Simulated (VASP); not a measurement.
# YS in VASP: further runs

YS is run at these levels: LDA; tasks: electric field gradients.

Program: VASP 6.6.1. These are calculated values, not measurements. Logs are shortened: lines on timing, memory, paths and dates and some standing lists are left out, and cuts for length are marked.

### Step 1. The cell of the first run

It takes space group I4/mmm (No. 139, tetragonal). The conventional cell has a = 3.880 Å, b = 3.880 Å, c = 5.378 Å, α = 90.00°, β = 90.00°, γ = 90.00°. Within 3.5 Å of Y (site symmetry 4/mmm) lie 6 S at 2.69 to 2.74 Å. S (site symmetry 4/mmm) has 6 Y at 2.69 to 2.74 Å within 3.5 Å.

### Step 2. Electric field gradients, LDA (zz strain of -2 %)

The input, INCAR:

```
SYSTEM = YS
  PREC = Accurate
  ENCUT = 520
  EDIFF = 1E-8
  ISMEAR = -1
  SIGMA = 0.01
  LREAL = .FALSE.
  LASPH = .TRUE.
  NELM = 60
  ALGO = Normal
  ISIF = 2
  LWAVE = .FALSE.
  LCHARG = .FALSE.
  GGA = CA
  LEFG = .TRUE.
  NBANDS = 16
```

The input, KPOINTS:

```
Automatic mesh
0
G
  8 8 8
  0 0 0
```

The input, POSCAR:

```
YS
1.0
    0.0000000000      2.7436500000      2.6887770000
    2.7436500000      0.0000000000      2.6887770000
    2.7436500000      2.7436500000      0.0000000000
Y S
1 1
Direct
    0.5000000000      0.5000000000      0.5000000000
    0.0000000000      0.0000000000      0.0000000000
```

Potentials or basis: VASP PAW LDA potentials, release 64 (Y_sv, S).

Run with:

```
$ cat potpaw_LDA.64/Y_sv/POTCAR potpaw_LDA.64/S/POTCAR > POTCAR
$ mpirun -np 1 vasp_std > vasp.out
```

OUTCAR:

```text
SYSTEM = YS
   PREC = Accurate
   ENCUT = 520
   EDIFF = 1E-8
   ISMEAR = -1
   LREAL = .FALSE.
   LASPH = .TRUE.
   NELM = 60
   ISIF = 2
   GGA = CA

 ion  position               nearest neighbor table
   1  0.500  0.500  0.500-   2 2.69   2 2.69   2 2.74   2 2.74   2 2.74   2 2.74
   2  0.000  0.000  0.000-   1 2.69   1 2.69   1 2.74   1 2.74   1 2.74   1 2.74

  LATTYP: Found a body centered tetragonal cell.
 ALAT       =     3.8801070404
 C/A-ratio  =     1.3859292911

  Lattice vectors:

 A1 = (   0.0000000000,  -2.7436500000,  -2.6887770000)
 A2 = (   0.0000000000,   2.7436500000,  -2.6887770000)
 A3 = (   2.7436500000,   0.0000000000,   2.6887770000)

Analysis of symmetry for initial positions (statically):
=====================================================================
 Subroutine PRICEL returns:
 Original cell was already a primitive cell.

 Routine SETGRP: Setting up the symmetry group for a
 body centered tetragonal supercell.

 Subroutine GETGRP returns: Found 16 space group operations
 (whereof 16 operations were pure point group operations)
 out of a pool of 16 trial point group operations.

The static configuration has the point symmetry D_4h.

Analysis of symmetry for dynamics (positions and initial velocities):
=====================================================================
 Subroutine PRICEL returns:
 Original cell was already a primitive cell.

 Routine SETGRP: Setting up the symmetry group for a
 body centered tetragonal supercell.

 Subroutine GETGRP returns: Found 16 space group operations
 (whereof 16 operations were pure point group operations)
 out of a pool of 16 trial point group operations.

The dynamic configuration has the point symmetry D_4h.

 Subroutine INISYM returns: Found 16 space group operations
 (whereof 16 operations are pure point group operations),
 and found     1 'primitive' translations

----------------------------------------------------------------------------------------

                                     Primitive cell

  volume of cell :      40.4802

  direct lattice vectors                    reciprocal lattice vectors
     0.000000000  2.743650000  2.688777000    -0.182238988  0.182238988  0.185958151
     2.743650000  0.000000000  2.688777000     0.182238988 -0.182238988  0.185958151
     2.743650000  2.743650000  0.000000000     0.182238988  0.182238988 -0.185958151

  length of vectors
     3.841501930  3.841501930  3.880107040     0.317808955  0.317808955  0.317808955

  position of ions in fractional coordinates (direct lattice)
     0.500000000  0.500000000  0.500000000
     0.000000000  0.000000000  0.000000000

  ion indices of the primitive-cell ions
   primitive index   ion index
                 1           1
                 2           2

----------------------------------------------------------------------------------------

 KPOINTS: Automatic mesh

Automatic generation of k-mesh.
 Grid dimensions read from file:
 generate k-points for:    8    8    8

 Generating k-lattice:

  Cartesian coordinates                     Fractional coordinates (reciprocal lattice)
    -0.022779874  0.022779874  0.023244769     0.125000000  0.000000000  0.000000000
     0.022779874 -0.022779874  0.023244769     0.000000000  0.125000000  0.000000000
     0.022779874  0.022779874 -0.023244769     0.000000000  0.000000000  0.125000000

  Length of vectors
     0.039726119  0.039726119  0.039726119

  Shift w.r.t. Gamma in fractional coordinates (k-lattice)
     0.000000000  0.000000000  0.000000000

 Subroutine IBZKPT returns following result:
 ===========================================

 Found     59 irreducible k-points:

 Following reciprocal coordinates:
            Coordinates               Weight
  0.000000  0.000000  0.000000      1.000000
  0.125000  0.000000  0.000000      8.000000
  0.250000  0.000000  0.000000      8.000000
  0.375000 -0.000000  0.000000      8.000000
  0.500000  0.000000  0.000000      4.000000
  0.125000  0.125000  0.000000      2.000000
[... 16 lines left out ...]
  0.250000  0.000000  0.125000     16.000000
  0.375000 -0.000000  0.125000     16.000000
 [... further k-points ...]
   k-points           NKPTS =     59   k-points in BZ     NKDIM =     59   number of bands    NBANDS=     16
   number of dos      NEDOS =    301   number of ions     NIONS =      2
   total plane-waves  NPLWV =  27000
   dimension x,y,z NGX =    30 NGY =   30 NGZ =   30
   dimension x,y,z NGXF=    60 NGYF=   60 NGZF=   60
   ions per type =               1   1
   NGX,Y,Z   is equivalent  to a cutoff of  12.98, 12.98, 12.85 a.u.
   NGXF,Y,Z  is equivalent  to a cutoff of  25.97, 25.97, 25.71 a.u.
 SYSTEM =  YS
   PREC   = accura    normal or accurate (medium, high low for compatibility)
   ISTART =      0    job   : 0-new  1-cont  2-samecut
   ICHARG =      2    charge: 1-file 2-atom 10-const
   ISPIN  =      1    spin polarized calculation?
   LNONCOLLINEAR =      F non collinear calculations
   LSORBIT =      F    spin-orbit coupling
   LASPH  =      T    aspherical Exc in radial PAW
   ENCUT  =  520.0 eV  38.22 Ry    6.18 a.u.   7.14  7.14  7.21*2*pi/ulx,y,z
   NELM   =     60;   NELMIN=  2; NELMDL= -5     # of ELM steps
   EDIFF  = 0.1E-07   stopping-criterion for ELM
   LREAL  =      F    real-space projection
   EDIFFG = 0.1E-06   stopping-criterion for IOM
   NSW    =      0    number of steps for IOM
   IBRION =     -1    ionic relax: 0-MD 1-quasi-New 2-CG
   NFREE  =      0    steps in history (QN), initial steepest desc. (CG)
   ISIF   =      2    stress and relaxation
   ISYM   =      2    0-nonsym 1-usesym 2-fastsym
   POTIM  = 0.5000    time-step for ionic-motion
   TEBEG  =    0.0;   TEEND  =   0.0 temperature during run
   PSTRESS=    0.0 pullay stress
   NELECT =      17.0000    total number of electrons
   NUPDOWN=      -1.0000    fix difference up-down
   EMIN   =  10.00;   EMAX   =-10.00  energy-range for DOS
   EFERMI =   0.00;   METHOD = LEGACY
   ISMEAR =    -1;   SIGMA  =   0.01  broadening in eV -4-tet -1-fermi 0-gaus
   EFERMI_NEDOS =   21; number of points for ismear=-14 and -15
   IALGO  =     38    algorithm
   IMIX   =      4    mixing-type and parameters
     AMIX     =   0.40;   BMIX     =  1.00
     AMIX_MAG =   1.60;   BMIX_MAG =  1.00
  volume/ion in A,a.u.               =      20.24       136.59
  Fermi-wavevector in a.u.,A,eV,Ry     =   1.225962  2.316733 20.449329  1.502983
  Thomas-Fermi vector in A             =   2.360981
   LORBIT       =      0    0 simple, 1 ext, 2 COOP (PROOUT), +10 PAW based schemes
   GGA     = CA    functional components
   LHFCALC =     F    Hartree Fock is set to
   AEXX    =    0.0000 exact exchange contribution
   IVDW    =     0    specifies the selected vdW correction
   LEPSILON=     F    determine dielectric tensor
   LRPA    =     F    only Hartree local field effects (RPA)
 non-spin polarized calculation
  energy-cutoff  :      520.00
  volume of cell :       40.48
 maximum number of plane-waves:      1102
 NGX is ok and might be reduce to    30
   NGX = 15   NGY = 15   NGZ = 15

 number of electron      17.0000000 magnetization

 Free energy of the ion-electron system (eV)
  ---------------------------------------------------
  ext. energy  EPLUGINS =         0.00000000
  ---------------------------------------------------
  free energy    TOTEN  =       -16.02198644 eV

  energy without entropy =      -16.02119341  energy(sigma->0) =      -16.02158993

 E-fermi :   6.8091     XC(G=0): -10.8760

 val. band max:        6.7827225826   @ k =  -0.3750   0.1250   0.3750
 cond. band min:       6.8122718521   @ k =   0.3750   0.1250   0.0000
 fundamental gap:      0.0295492694
 Fermi energy:         6.8091194565

 k-point     1 :       0.0000    0.0000    0.0000
  band No.  band energies     occupation
      1     -36.2138      2.00000
      2     -16.2799      2.00000
      3     -16.2737      2.00000
      4     -16.2737      2.00000
      5      -8.2492      2.00000
      6       3.4605      2.00000
[... 8 lines left out ...]
     15      13.7046      0.00000
     16      19.4848      0.00000

 k-point     2 :       0.1250    0.0000    0.0000
  band No.  band energies     occupation
      1     -36.2088      2.00000
      2     -16.3537      2.00000
      3     -16.2818      2.00000
      4     -16.2800      2.00000
      5      -8.0606      2.00000
      6       2.6443      2.00000
[... 8 lines left out ...]
     15      14.4224      0.00000
     16      18.2629      0.00000
[... 387 lines left out ...]
      5      -7.7074      2.00000
      6       1.2861      2.00000
[... 8 lines left out ...]
     15      15.4815      0.00000
     16      16.4784      0.00000

 k-point    24 :       0.3750   -0.0000    0.1250
  band No.  band energies     occupation
      1     -36.1858      2.00000
      2     -16.6324      2.00000
      3     -16.3275      2.00000
      4     -16.3266      2.00000
      5      -7.2676      2.00000
      6       0.4729      2.00000
[... 8 lines left out ...]
     15      14.4994      0.00000
     16      14.8817      0.00000

 [... further k-points ...]
[... 5 lines left out ...]
  --------------------------------------------------------------------------------------
  -------------------------------------------------------------------------------------
  Total       -0.8549442     -0.8549442      0.4429456      0.0000000     -0.0000000      0.0000000
  in kB      -33.8381140    -33.8381140     17.5314873      0.0000000     -0.0000000      0.0000000
  external PRESSURE =     -16.7149136 kB  Pullay stress =       0.0000000 kB

 VOLUME and BASIS-vectors are now :
 -----------------------------------------------------------------------------
  energy-cutoff  :      520.00
  volume of cell :       40.48
      direct lattice vectors                 reciprocal lattice vectors
     0.000000000  2.743650000  2.688777000    -0.182238988  0.182238988  0.185958151
     2.743650000  0.000000000  2.688777000     0.182238988 -0.182238988  0.185958151
     2.743650000  2.743650000  0.000000000     0.182238988  0.182238988 -0.185958151

 POSITION                                       TOTAL-FORCE (eV/Angst)
 -----------------------------------------------------------------------------------
      2.74365      2.74365      2.68878         0.000000     -0.000000      0.000000
      0.00000      0.00000      0.00000        -0.000000      0.000000      0.000000
 -----------------------------------------------------------------------------------
    total drift:                                0.000000     -0.000000      0.000000

  FREE ENERGIE OF THE ION-ELECTRON SYSTEM (eV)
  ---------------------------------------------------
  free  energy   TOTEN  =       -16.0219864398 eV

  energy  without entropy=      -16.0211934131  energy(sigma->0) =      -16.02158993

 Electric field gradients (V/A^2)
---------------------------------------------------------------------
 ion       V_xx      V_yy      V_zz      V_xy      V_xz      V_yz
---------------------------------------------------------------------
   1      11.004    11.004   -22.008    -0.000    -0.000    -0.000
   2       4.843     4.843    -9.685    -0.000    -0.000    -0.000
---------------------------------------------------------------------

 Electric field gradients after diagonalization (V/A^2)
 (convention: |V_zz| > |V_xx| > |V_yy|)
----------------------------------------------------------------------
 ion       V_xx      V_yy      V_zz     asymmetry (V_yy - V_xx)/ V_zz
----------------------------------------------------------------------
   1      11.004    11.004   -22.008       0.000
   2       4.843     4.843    -9.685       0.000
----------------------------------------------------------------------

           NMR quadrupolar parameters

 Cq : quadrupolar parameter    Cq=e*Q*V_zz/h
 eta: asymmetry parameters     (V_yy - V_xx)/ V_zz
 Q  : nuclear electric quadrupole moment in mb (millibarn)
----------------------------------------------------------------------
 ion       Cq(MHz)       eta       Q (mb)
----------------------------------------------------------------------
   1      -0.053       0.000       1.000
   2      -0.023       0.000       1.000
----------------------------------------------------------------------
```

Wall time 76 s (1 thread of Intel Xeon 8259CL, shared host); peak memory 0.19 GiB.

What came out:

```
Free energy                             : -16.0220 eV
Pressure                                : -1.7 GPa
Band gap on the k mesh                  : zero (an odd number of electrons rules out a gap without spin polarisation)
Largest electric field gradient by atom : Y -22.0; S -9.7 V/Å²
```

Stress tensor (GPa, compression positive):
```
-3.38  0.00  0.00
 0.00 -3.38  0.00
 0.00  0.00  1.75
```

Electric field gradients, principal values (V/Å²):
```
atom   least  middle  greatest (by size)
 1 Y  11.004  11.004             -22.008
 2 S   4.843   4.843              -9.685
```

Caveat: the cell differs from its parent crystal (zz strain of -2 %); without QUAD_EFG the Cq values of the log hold for a quadrupole moment of 1 mb, not for the nuclei.

### Step 3. Electric field gradients, LDA (zz strain of -2 %)

The input, INCAR:

```
ALGO = Normal ; EDIFF = 1E-8
ENCUT = 520 ; ISIF = 2
ISMEAR = -1 ; LASPH = T
LCHARG = F ; LEFG = T
LREAL = F ; LWAVE = F
NBANDS = 16 ; NELM = 80
PREC = Accurate ; SIGMA = 0.01
```

The input, KPOINTS:

```
k-points
0
Gamma
  8 8 8
```

POSCAR is that of step 2.

Potentials or basis: VASP PAW LDA potentials, release 64 (Y_sv, S).

Run with:

```
$ cat potpaw_LDA.64/Y_sv/POTCAR potpaw_LDA.64/S/POTCAR > POTCAR
$ mpirun -np 1 vasp_std > vasp.out
```

OUTCAR:

```text
EDIFF = 1E-8
   ENCUT = 520
   ISIF = 2
   ISMEAR = -1
   LASPH = T
   LREAL = F
   NELM = 80
   PREC = Accurate

 ion  position               nearest neighbor table
   1  0.500  0.500  0.500-   2 2.69   2 2.69   2 2.74   2 2.74   2 2.74   2 2.74
   2  0.000  0.000  0.000-   1 2.69   1 2.69   1 2.74   1 2.74   1 2.74   1 2.74

  LATTYP: Found a body centered tetragonal cell.
 ALAT       =     3.8801070404
 C/A-ratio  =     1.3859292911

  Lattice vectors:

 A1 = (   0.0000000000,  -2.7436500000,  -2.6887770000)
 A2 = (   0.0000000000,   2.7436500000,  -2.6887770000)
 A3 = (   2.7436500000,   0.0000000000,   2.6887770000)

Analysis of symmetry for initial positions (statically):
=====================================================================
 Subroutine PRICEL returns:
 Original cell was already a primitive cell.

 Routine SETGRP: Setting up the symmetry group for a
 body centered tetragonal supercell.

 Subroutine GETGRP returns: Found 16 space group operations
 (whereof 16 operations were pure point group operations)
 out of a pool of 16 trial point group operations.

The static configuration has the point symmetry D_4h.

Analysis of symmetry for dynamics (positions and initial velocities):
=====================================================================
 Subroutine PRICEL returns:
 Original cell was already a primitive cell.

 Routine SETGRP: Setting up the symmetry group for a
 body centered tetragonal supercell.

 Subroutine GETGRP returns: Found 16 space group operations
 (whereof 16 operations were pure point group operations)
 out of a pool of 16 trial point group operations.

The dynamic configuration has the point symmetry D_4h.

 Subroutine INISYM returns: Found 16 space group operations
[... 151 lines left out ...]

 k-point     1 :       0.0000    0.0000    0.0000
  band No.  band energies     occupation
      1     -36.2138      2.00000
      2     -16.2799      2.00000
      3     -16.2737      2.00000
      4     -16.2737      2.00000
      5      -8.2492      2.00000
      6       3.4605      2.00000
[... 433 lines left out ...]
      3     -16.3275      2.00000
      4     -16.3266      2.00000
      5      -7.2676      2.00000
      6       0.4729      2.00000
[... 8 lines left out ...]
     15      14.4994      0.00000
     16      14.8817      0.00000

 [... further k-points ...]
[... 5 lines left out ...]
  --------------------------------------------------------------------------------------
  -------------------------------------------------------------------------------------
  Total       -0.8549442     -0.8549442      0.4429456      0.0000000     -0.0000000      0.0000000
  in kB      -33.8381140    -33.8381140     17.5314873      0.0000000     -0.0000000      0.0000000
  external PRESSURE =     -16.7149136 kB  Pullay stress =       0.0000000 kB

 VOLUME and BASIS-vectors are now :
 -----------------------------------------------------------------------------
  energy-cutoff  :      520.00
  volume of cell :       40.48
      direct lattice vectors                 reciprocal lattice vectors
     0.000000000  2.743650000  2.688777000    -0.182238988  0.182238988  0.185958151
     2.743650000  0.000000000  2.688777000     0.182238988 -0.182238988  0.185958151
     2.743650000  2.743650000  0.000000000     0.182238988  0.182238988 -0.185958151

 POSITION                                       TOTAL-FORCE (eV/Angst)
 -----------------------------------------------------------------------------------
      2.74365      2.74365      2.68878         0.000000     -0.000000      0.000000
      0.00000      0.00000      0.00000        -0.000000      0.000000      0.000000
 -----------------------------------------------------------------------------------
    total drift:                                0.000000     -0.000000      0.000000

  FREE ENERGIE OF THE ION-ELECTRON SYSTEM (eV)
  ---------------------------------------------------
  free  energy   TOTEN  =       -16.0219864398 eV

  energy  without entropy=      -16.0211934131  energy(sigma->0) =      -16.02158993

 Electric field gradients (V/A^2)
---------------------------------------------------------------------
 ion       V_xx      V_yy      V_zz      V_xy      V_xz      V_yz
---------------------------------------------------------------------
   1      11.004    11.004   -22.008    -0.000    -0.000    -0.000
   2       4.843     4.843    -9.685    -0.000    -0.000    -0.000
---------------------------------------------------------------------

 Electric field gradients after diagonalization (V/A^2)
 (convention: |V_zz| > |V_xx| > |V_yy|)
----------------------------------------------------------------------
 ion       V_xx      V_yy      V_zz     asymmetry (V_yy - V_xx)/ V_zz
----------------------------------------------------------------------
   1      11.004    11.004   -22.008       0.000
   2       4.843     4.843    -9.685       0.000
----------------------------------------------------------------------

           NMR quadrupolar parameters

 Cq : quadrupolar parameter    Cq=e*Q*V_zz/h
 eta: asymmetry parameters     (V_yy - V_xx)/ V_zz
 Q  : nuclear electric quadrupole moment in mb (millibarn)
----------------------------------------------------------------------
 ion       Cq(MHz)       eta       Q (mb)
----------------------------------------------------------------------
   1      -0.053       0.000       1.000
   2      -0.023       0.000       1.000
----------------------------------------------------------------------
```

stdout:

```text
POSCAR found type information on POSCAR Y S
 POSCAR found :  2 types and       2 ions
 scaLAPACK will be used
 LDA part: xc-table for (Slater(with rela. corr.)+CA(PZ))
 , standard interpolation
 POSCAR, INCAR and KPOINTS ok, starting setup
 FFT: planning ... GRIDC
 FFT: planning ... GRID_SOFT
 FFT: planning ... GRID
 WAVECAR not read
 entering main loop
ion   1

ion   2
```

Wall time 73 s (1 thread of Intel Xeon 8259CL, shared host); peak memory 0.2 GiB.

Results:

```yaml
Free_energy: -16.0220 eV
Pressure: -1.7 GPa
Band_gap_on_the_k_mesh: zero (an odd number of electrons rules out a gap without spin polarisation)
Largest_electric_field_gradient_by_atom: Y -22.0; S -9.7 V/Å²
```

Electric field gradients, principal values (V/Å²):
```tsv
atom	least	middle	greatest (by size)
1 Y	11.004	11.004	-22.008
2 S	4.843	4.843	-9.685
```

Caveat: the cell differs from its parent crystal (zz strain of -2 %); without QUAD_EFG the Cq values of the log hold for a quadrupole moment of 1 mb, not for the nuclei.

[end of part 1 of 2]
